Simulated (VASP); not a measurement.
# Sn (I4_1/amd) in VASP: notebook

Sn is run at these levels: PBE; tasks: single point.

Everything below comes from runs of VASP 6.6.1. Logs are shortened: lines on timing, memory, paths and dates and some standing lists are left out, and cuts for length are marked.

**1. The cell of the first run**

The structure is tetragonal, space group I4_1/amd (No. 141). The conventional cell has a = 5.880 Å, b = 5.880 Å, c = 3.199 Å, α = 90.00°, β = 90.00°, γ = 90.00°. Within 4.0 Å of Sn (site symmetry -4m2) lie 10 Sn at 3.05 to 3.79 Å.

**2. Single point, PBE**

INCAR

```
SYSTEM = Sn
  ALGO = Normal
  EDIFF = 1E-6
  ENCUT = 520
  GGA = PE
  ISIF = 2
  ISMEAR = 0
  LASPH = .TRUE.
  LCHARG = .FALSE.
  LREAL = .FALSE.
  LWAVE = .FALSE.
  NBANDS = 21
  NELM = 60
  PREC = Accurate
  SIGMA = 0.020999999999999998
```

KPOINTS

```
k-points
0
G
  9 9 9
  0 0 0
```

POSCAR

```
Sn
1.0
   -2.9401404553      2.9401404553      1.5993019889
    2.9401404553     -2.9401404553      1.5993019889
    2.9401404553      2.9401404553     -1.5993019889
Sn
2
Direct
    0.0000000000      0.0000000000      0.0000000000
    0.7500000000      0.2500000000      0.5000000000
```

Potentials or basis: VASP PAW PBE potentials, release 64 (Sn_d).

On the command line:

```console
$ cat potpaw_PBE.64/Sn_d/POTCAR > POTCAR
$ mpirun -np 1 vasp_std > vasp.out
```

OUTCAR:

```text
SYSTEM = Sn
   EDIFF = 1E-6
   ENCUT = 520
   GGA = PE
   ISIF = 2
   ISMEAR = 0
   LASPH = .TRUE.
   LREAL = .FALSE.
   NELM = 60
   PREC = Accurate

 ion  position               nearest neighbor table
   1  0.000  0.000  0.000-   2 3.05   2 3.05   2 3.05   2 3.05
   2  0.750  0.250  0.500-   1 3.05   1 3.05   1 3.05   1 3.05

  LATTYP: Found a body centered tetragonal cell.
 ALAT       =     5.8802809106
 C/A-ratio  =     0.5439542815

  Lattice vectors:

 A1 = (  -2.9401404553,   2.9401404553,   1.5993019889)
 A2 = (   2.9401404553,  -2.9401404553,   1.5993019889)
 A3 = (   2.9401404553,   2.9401404553,  -1.5993019889)

Analysis of symmetry for initial positions (statically):
=====================================================================
 Subroutine PRICEL returns:
 Original cell was already a primitive cell.

 Routine SETGRP: Setting up the symmetry group for a
 body centered tetragonal supercell.

 Subroutine GETGRP returns: Found 16 space group operations
 (whereof  8 operations were pure point group operations)
 out of a pool of 16 trial point group operations.

The static configuration has the point symmetry D_2d.
 The point group associated with its full space group is D_4h.

Analysis of symmetry for dynamics (positions and initial velocities):
=====================================================================
 Subroutine PRICEL returns:
 Original cell was already a primitive cell.

 Routine SETGRP: Setting up the symmetry group for a
 body centered tetragonal supercell.

 Subroutine GETGRP returns: Found 16 space group operations
 (whereof  8 operations were pure point group operations)
 out of a pool of 16 trial point group operations.

The dynamic configuration has the point symmetry D_2d.
 The point group associated with its full space group is D_4h.

 Subroutine INISYM returns: Found 16 space group operations
 (whereof  8 operations are pure point group operations),
 and found     1 'primitive' translations

----------------------------------------------------------------------------------------

                                     Primitive cell

  volume of cell :      55.3002

  direct lattice vectors                    reciprocal lattice vectors
    -2.940140455  2.940140455  1.599301989     0.000000000  0.170059903  0.312636390
     2.940140455 -2.940140455  1.599301989     0.170059903  0.000000000  0.312636390
     2.940140455  2.940140455 -1.599301989     0.170059903  0.170059903  0.000000000

  length of vectors
     4.454954393  4.454954393  4.454954393     0.355895888  0.355895888  0.240501021

  position of ions in fractional coordinates (direct lattice)
     0.000000000  0.000000000  0.000000000
     0.750000000  0.250000000  0.500000000

  ion indices of the primitive-cell ions
   primitive index   ion index
                 1           1
                 2           2

----------------------------------------------------------------------------------------

 KPOINTS: k-points

Automatic generation of k-mesh.
 Grid dimensions read from file:
 generate k-points for:    9    9    9

 Generating k-lattice:

  Cartesian coordinates                     Fractional coordinates (reciprocal lattice)
     0.000000000  0.018895545  0.034737377     0.111111111 -0.000000000  0.000000000
     0.018895545  0.000000000  0.034737377    -0.000000000  0.111111111  0.000000000
     0.018895545  0.018895545  0.000000000     0.000000000  0.000000000  0.111111111

  Length of vectors
     0.039543988  0.039543988  0.026722336

  Shift w.r.t. Gamma in fractional coordinates (k-lattice)
     0.000000000  0.000000000  0.000000000

 Subroutine IBZKPT returns following result:
 ===========================================

 Found     75 irreducible k-points:

 Following reciprocal coordinates:
            Coordinates               Weight
  0.000000  0.000000  0.000000      1.000000
  0.111111 -0.000000  0.000000      8.000000
  0.222222 -0.000000  0.000000      8.000000
  0.333333 -0.000000  0.000000      8.000000
  0.444444 -0.000000  0.000000      8.000000
  0.111111  0.111111  0.000000      8.000000
[... 16 lines left out ...]
 -0.333333  0.333333  0.000000      4.000000
  0.444444  0.444444 -0.000000      8.000000
 [... further k-points ...]
   k-points           NKPTS =     75   k-points in BZ     NKDIM =     75   number of bands    NBANDS=     21
   number of dos      NEDOS =    301   number of ions     NIONS =      2
   total plane-waves  NPLWV =  46656
   dimension x,y,z NGX =    36 NGY =   36 NGZ =   36
   dimension x,y,z NGXF=    72 NGYF=   72 NGZF=   72
   ions per type =               2
   NGX,Y,Z   is equivalent  to a cutoff of  13.43, 13.43, 13.43 a.u.
   NGXF,Y,Z  is equivalent  to a cutoff of  26.87, 26.87, 26.87 a.u.
 SYSTEM =  Sn
   PREC   = accura    normal or accurate (medium, high low for compatibility)
   ISTART =      0    job   : 0-new  1-cont  2-samecut
   ICHARG =      2    charge: 1-file 2-atom 10-const
   ISPIN  =      1    spin polarized calculation?
   LNONCOLLINEAR =      F non collinear calculations
   LSORBIT =      F    spin-orbit coupling
   LASPH  =      T    aspherical Exc in radial PAW
   ENCUT  =  520.0 eV  38.22 Ry    6.18 a.u.   8.28  8.28  8.28*2*pi/ulx,y,z
   NELM   =     60;   NELMIN=  2; NELMDL= -5     # of ELM steps
   EDIFF  = 0.1E-05   stopping-criterion for ELM
   LREAL  =      F    real-space projection
[... 7 lines left out ...]
   TEBEG  =    0.0;   TEEND  =   0.0 temperature during run
   PSTRESS=    0.0 pullay stress
   NELECT =      28.0000    total number of electrons
   NUPDOWN=      -1.0000    fix difference up-down
   EMIN   =  10.00;   EMAX   =-10.00  energy-range for DOS
   EFERMI =   0.00;   METHOD = LEGACY
   ISMEAR =     0;   SIGMA  =   0.02  broadening in eV -4-tet -1-fermi 0-gaus
   EFERMI_NEDOS =   21; number of points for ismear=-14 and -15
   IALGO  =     38    algorithm
   IMIX   =      4    mixing-type and parameters
     AMIX     =   0.40;   BMIX     =  1.00
     AMIX_MAG =   1.60;   BMIX_MAG =  1.00
  volume/ion in A,a.u.               =      27.65       186.59
  Fermi-wavevector in a.u.,A,eV,Ry     =   1.304824  2.465760 23.164816  1.702566
  Thomas-Fermi vector in A             =   2.435734
   LORBIT       =      0    0 simple, 1 ext, 2 COOP (PROOUT), +10 PAW based schemes
   GGA     = PE    functional components
   LHFCALC =     F    Hartree Fock is set to
   AEXX    =    0.0000 exact exchange contribution
   IVDW    =     0    specifies the selected vdW correction
   LEPSILON=     F    determine dielectric tensor
   LRPA    =     F    only Hartree local field effects (RPA)
 non-spin polarized calculation
 Gauss-broadening in eV      SIGMA  =   0.02
  energy-cutoff  :      520.00
  volume of cell :       55.30
 maximum number of plane-waves:      1507
 NGX is ok and might be reduce to    36
   NGX = 17   NGY = 17   NGZ = 17

 number of electron      27.9999989 magnetization

 Free energy of the ion-electron system (eV)
  ---------------------------------------------------
  ext. energy  EPLUGINS =         0.00000000
  ---------------------------------------------------
  free energy    TOTEN  =        -7.59714306 eV

  energy without entropy =       -7.59675115  energy(sigma->0) =       -7.59694711

 E-fermi :   7.7528     XC(G=0): -10.2172

 val. band max:        7.7389486260   @ k =   0.4444   0.3333   0.0000
 cond. band min:       7.7579661333   @ k =  -0.2222  -0.2222   0.1111
 fundamental gap:      0.0190175074
 Fermi energy:         7.7527853005

 k-point     1 :       0.0000    0.0000    0.0000
  band No.  band energies     occupation
      1     -13.8840      2.00000
      2     -13.8068      2.00000
      3     -13.7637      2.00000
      4     -13.7543      2.00000
      5     -13.6126      2.00000
      6     -13.6126      2.00000
[... 13 lines left out ...]
     20      17.4945      0.00000
     21      18.1657      0.00000

 k-point     2 :       0.1111   -0.0000    0.0000
  band No.  band energies     occupation
      1     -13.8767      2.00000
      2     -13.7838      2.00000
      3     -13.7555      2.00000
      4     -13.7280      2.00000
      5     -13.6280      2.00000
      6     -13.6242      2.00000
[... 13 lines left out ...]
     20      16.6259      0.00000
     21      16.7204      0.00000

 k-point     3 :       0.2222   -0.0000    0.0000
  band No.  band energies     occupation
      1     -13.8562      2.00000
      2     -13.7348      2.00000
      3     -13.7342      2.00000
      4     -13.6871      2.00000
      5     -13.6578      2.00000
      6     -13.6228      2.00000
[... 13 lines left out ...]
     20      15.1636      0.00000
     21      16.1562      0.00000

 k-point     4 :       0.3333   -0.0000    0.0000
  band No.  band energies     occupation
      1     -13.8326      2.00000
      2     -13.7196      2.00000
      3     -13.7110      2.00000
      4     -13.7004      2.00000
      5     -13.6768      2.00000
      6     -13.6429      2.00000
[... 13 lines left out ...]
     20      14.3594      0.00000
     21      17.0999      0.00000

 k-point     5 :       0.4444   -0.0000    0.0000
  band No.  band energies     occupation
      1     -13.8158      2.00000
      2     -13.7397      2.00000
      3     -13.7279      2.00000
      4     -13.6945      2.00000
      5     -13.6659      2.00000
      6     -13.6575      2.00000
[... 13 lines left out ...]
     20      16.5042      0.00000
     21      17.8935      0.00000
[... 382 lines left out ...]
     20      17.9078      0.00000
     21      18.5546      0.00000

 k-point    22 :      -0.4444    0.3333   -0.0000
  band No.  band energies     occupation
      1     -13.7957      2.00000
      2     -13.7778      2.00000
      3     -13.7774      2.00000
      4     -13.6854      2.00000
      5     -13.6761      2.00000
      6     -13.6067      2.00000
[... 13 lines left out ...]
     20      18.6001      0.00000
     21      19.4996      0.00000

 k-point    23 :      -0.3333    0.3333    0.0000
  band No.  band energies     occupation
      1     -13.8140      2.00000
      2     -13.8038      2.00000
      3     -13.7910      2.00000
      4     -13.6989      2.00000
      5     -13.6599      2.00000
      6     -13.5963      2.00000
[... 13 lines left out ...]
     20      17.3969      0.00000
     21      17.4819      0.00000

 k-point    24 :       0.4444    0.4444   -0.0000
  band No.  band energies     occupation
      1     -13.7893      2.00000
      2     -13.7887      2.00000
      3     -13.7313      2.00000
      4     -13.7295      2.00000
      5     -13.6405      2.00000
      6     -13.6339      2.00000
[... 13 lines left out ...]
     20      18.4364      0.00000
     21      18.9035      0.00000

 [... further k-points ...]
[... 5 lines left out ...]
  --------------------------------------------------------------------------------------
  -------------------------------------------------------------------------------------
  Total        0.5110084      0.5110084      0.4002116      0.0000000     -0.0000000      0.0000000
  in kB       14.8051227     14.8051227     11.5950755      0.0000000     -0.0000000      0.0000000
  external PRESSURE =      13.7351070 kB  Pullay stress =       0.0000000 kB

 VOLUME and BASIS-vectors are now :
 -----------------------------------------------------------------------------
  energy-cutoff  :      520.00
  volume of cell :       55.30
      direct lattice vectors                 reciprocal lattice vectors
    -2.940140455  2.940140455  1.599301989     0.000000000  0.170059903  0.312636390
     2.940140455 -2.940140455  1.599301989     0.170059903  0.000000000  0.312636390
     2.940140455  2.940140455 -1.599301989     0.170059903  0.170059903  0.000000000

 POSITION                                       TOTAL-FORCE (eV/Angst)
 -----------------------------------------------------------------------------------
      0.00000      0.00000      0.00000        -0.000000      0.000000      0.000000
      0.00000      2.94014      0.79965         0.000000     -0.000000     -0.000000
 -----------------------------------------------------------------------------------
    total drift:                               -0.000000      0.000000     -0.000000

  FREE ENERGIE OF THE ION-ELECTRON SYSTEM (eV)
  ---------------------------------------------------
  free  energy   TOTEN  =        -7.5971430618 eV

  energy  without entropy=       -7.5967511502  energy(sigma->0) =       -7.59694711
```

It took 36 s on 1 thread of Intel Xeon 6975P-C (Granite Rapids), shared host; peak memory 0.23 GiB.

What came out:

| Property | Result |
| --- | --- |
| Free energy | -7.5971 eV |
| Pressure | 1.4 GPa |
| Band gap on the k mesh | zero (band 14 reaches 8.97 eV, above the bottom of band 15 at 5.01 eV) |

Levels at points of the mesh, in eV from the Fermi level:
```tsv
k point	band 10	band 11	band 12	band 13	band 14	band 15	band 16	band 17	band 18	band 19
(0.00, 0.00, 0.00)	-21.17	-11.00	-3.71	-1.94	-1.94	2.99	6.12	6.12	6.74	6.84
```

Caveat: spin-orbit coupling is left out, which moves the levels of the heavy elements.

**3. Single point, PBE**

INCAR

```
SYSTEM = Sn
ALGO = Normal
EDIFF = 1E-7
ENCUT = 520
GGA = PE
ISIF = 2
ISMEAR = 0
LASPH = .TRUE.
LCHARG = .TRUE.
LELF = .TRUE.
LREAL = .FALSE.
LVHAR = .TRUE.
LWAVE = .FALSE.
NBANDS = 21
NELM = 100
PREC = Accurate
SIGMA = 0.017
```

KPOINTS is that of step 2.

POSCAR is that of step 2.

Potentials or basis: VASP PAW PBE potentials, release 64 (Sn_d).

On the command line:

```console
$ cat potpaw_PBE.64/Sn_d/POTCAR > POTCAR
$ mpirun -np 1 vasp_std > vasp.out
```

OUTCAR:

```text
SYSTEM = Sn
   EDIFF = 1E-7
   ENCUT = 520
   GGA = PE
   ISIF = 2
   ISMEAR = 0
   LASPH = .TRUE.
   LREAL = .FALSE.
   NELM = 100
   PREC = Accurate

 ion  position               nearest neighbor table
   1  0.000  0.000  0.000-   2 3.05   2 3.05   2 3.05   2 3.05
   2  0.750  0.250  0.500-   1 3.05   1 3.05   1 3.05   1 3.05

  LATTYP: Found a body centered tetragonal cell.
 ALAT       =     5.8802809106
 C/A-ratio  =     0.5439542815

  Lattice vectors:

 A1 = (  -2.9401404553,   2.9401404553,   1.5993019889)
 A2 = (   2.9401404553,  -2.9401404553,   1.5993019889)
 A3 = (   2.9401404553,   2.9401404553,  -1.5993019889)

Analysis of symmetry for initial positions (statically):
=====================================================================
 Subroutine PRICEL returns:
 Original cell was already a primitive cell.

 Routine SETGRP: Setting up the symmetry group for a
 body centered tetragonal supercell.

 Subroutine GETGRP returns: Found 16 space group operations
 (whereof  8 operations were pure point group operations)
 out of a pool of 16 trial point group operations.

[... 155 lines left out ...]
 number of electron      27.9999989 magnetization

 Free energy of the ion-electron system (eV)
  ---------------------------------------------------
  ext. energy  EPLUGINS =         0.00000000
  ---------------------------------------------------
  free energy    TOTEN  =        -7.59707282 eV

  energy without entropy =       -7.59679522  energy(sigma->0) =       -7.59693402

 E-fermi :   7.7526     XC(G=0): -10.2171

 val. band max:        7.7390509101   @ k =   0.4444   0.3333   0.0000
 cond. band min:       7.7580546986   @ k =  -0.2222  -0.2222   0.1111
 fundamental gap:      0.0190037884
 Fermi energy:         7.7525660699

 k-point     1 :       0.0000    0.0000    0.0000
  band No.  band energies     occupation
      1     -13.8835      2.00000
      2     -13.8067      2.00000
      3     -13.7632      2.00000
      4     -13.7542      2.00000
      5     -13.6124      2.00000
      6     -13.6124      2.00000
[... 565 lines left out ...]
     20      18.4365      0.00000
     21      18.9036      0.00000

 [... further k-points ...]
[... 5 lines left out ...]
  --------------------------------------------------------------------------------------
  -------------------------------------------------------------------------------------
  Total        0.5079329      0.5079329      0.3829728      0.0000000      0.0000000      0.0000000
  in kB       14.7160163     14.7160163     11.0956292      0.0000000      0.0000000      0.0000000
  external PRESSURE =      13.5092206 kB  Pullay stress =       0.0000000 kB

 VOLUME and BASIS-vectors are now :
 -----------------------------------------------------------------------------
  energy-cutoff  :      520.00
  volume of cell :       55.30
      direct lattice vectors                 reciprocal lattice vectors
    -2.940140455  2.940140455  1.599301989     0.000000000  0.170059903  0.312636390
     2.940140455 -2.940140455  1.599301989     0.170059903  0.000000000  0.312636390
     2.940140455  2.940140455 -1.599301989     0.170059903  0.170059903  0.000000000

 POSITION                                       TOTAL-FORCE (eV/Angst)
 -----------------------------------------------------------------------------------
      0.00000      0.00000      0.00000         0.000000     -0.000000      0.000000
      0.00000      2.94014      0.79965        -0.000000      0.000000     -0.000000
 -----------------------------------------------------------------------------------
    total drift:                               -0.000000      0.000000     -0.000000

  FREE ENERGIE OF THE ION-ELECTRON SYSTEM (eV)
  ---------------------------------------------------
  free  energy   TOTEN  =        -7.5970728174 eV

  energy  without entropy=       -7.5967952174  energy(sigma->0) =       -7.59693402
```

OSZICAR:

```text
N       E                     dE             d eps       ncg     rms          rms(c)
DAV:   1     0.223128529065E+03    0.22313E+03   -0.14373E+04  3190   0.205E+03
DAV:   2     0.155974269808E+02   -0.20753E+03   -0.20312E+03  3165   0.457E+02
DAV:   3    -0.688701187685E+01   -0.22484E+02   -0.22339E+02  3680   0.135E+02
DAV:   4    -0.758687100093E+01   -0.69986E+00   -0.69952E+00  3575   0.263E+01
DAV:   5    -0.761555890584E+01   -0.28688E-01   -0.28687E-01  4471   0.503E+00    0.230E+00
DAV:   6    -0.760057725942E+01    0.14982E-01   -0.31097E-02  4279   0.245E+00    0.129E+00
DAV:   7    -0.759710405318E+01    0.34732E-02   -0.18162E-02  4275   0.189E+00    0.163E-01
DAV:   8    -0.759706630458E+01    0.37749E-04   -0.20004E-03  3916   0.584E-01    0.368E-02
DAV:   9    -0.759707332602E+01   -0.70214E-05   -0.62359E-05  4240   0.724E-02    0.120E-02
DAV:  10    -0.759707272199E+01    0.60403E-06   -0.69306E-06  4026   0.338E-02    0.163E-03
DAV:  11    -0.759707281742E+01   -0.95425E-07   -0.34550E-07  3417   0.729E-03
   1 F= -.75970728E+01 E0= -.75969340E+01  d E =-.277600E-03
```

Run time: 34 s. Hardware: 1 thread of Intel Xeon 6975P-C (Granite Rapids), shared host; peak memory 0.24 GiB.

What came out:

```
Free energy            : -7.5971 eV
Pressure               : 1.4 GPa
Band gap on the k mesh : zero (band 14 reaches 8.97 eV, above the bottom of band 15 at 5.01 eV)
```

Caveat: spin-orbit coupling is left out, which moves the levels of the heavy elements.

**4. Single point, PBE**

INCAR

```
PREC = Accurate
ENCUT = 520
EDIFF = 1E-6
ISMEAR = 0
SIGMA = 0.016
LREAL = False
LASPH = True
NELM = 100
ALGO = Normal
ISIF = 2
LWAVE = False
LCHARG = False
GGA = PE
NBANDS = 21
```

KPOINTS

```
Automatic mesh
0
Gamma
  9 9 9
```

POSCAR is that of step 3.

On the command line:

```console
$ cat potpaw_PBE.64/Sn_d/POTCAR > POTCAR
$ mpirun -np 1 vasp_std > vasp.out
```

It took 31 s on 1 thread of Intel Xeon 6975P-C (Granite Rapids), shared host; peak memory 0.23 GiB.

It converged, with:

- Free energy: -7.5971 eV
- Pressure: 1.4 GPa
- Band gap on the k mesh: zero (band 14 reaches 8.97 eV, above the bottom of band 15 at 5.01 eV)

Stress tensor (GPa, compression positive):
```
1.49 0.00 0.00
0.00 1.49 0.00
0.00 0.00 1.13
```

Levels at points of the mesh, in eV from the Fermi level:
| k point | band 10 | band 11 | band 12 | band 13 | band 14 | band 15 | band 16 | band 17 | band 18 | band 19 |
| --- | --- | --- | --- | --- | --- | --- | --- | --- | --- | --- |
| (0.00, 0.00, 0.00) | -21.17 | -11.00 | -3.71 | -1.94 | -1.94 | 2.99 | 6.12 | 6.12 | 6.74 | 6.84 |

Caveat: spin-orbit coupling is left out, which moves the levels of the heavy elements.

**5. Summary**

```tsv
smearing	gap on the mesh (eV)	pressure (GPa)
gaussian 0.021 eV	none	1.4
gaussian 0.017 eV	none	1.4
gaussian 0.016 eV	none	1.4
```

Alike in all rows: task single point; level PBE; potentials or basis VASP PAW PBE potentials, release 64 (Sn_d); no spin polarisation; cell as given; k mesh 9 × 9 × 9; cutoff (eV) 520.

Every run on the cell as given and a fine mesh finds a metal.

Caveats: spin-orbit coupling is left out, which moves the levels of the heavy elements.

Absolute energies hang on the potentials; compare differences alone.
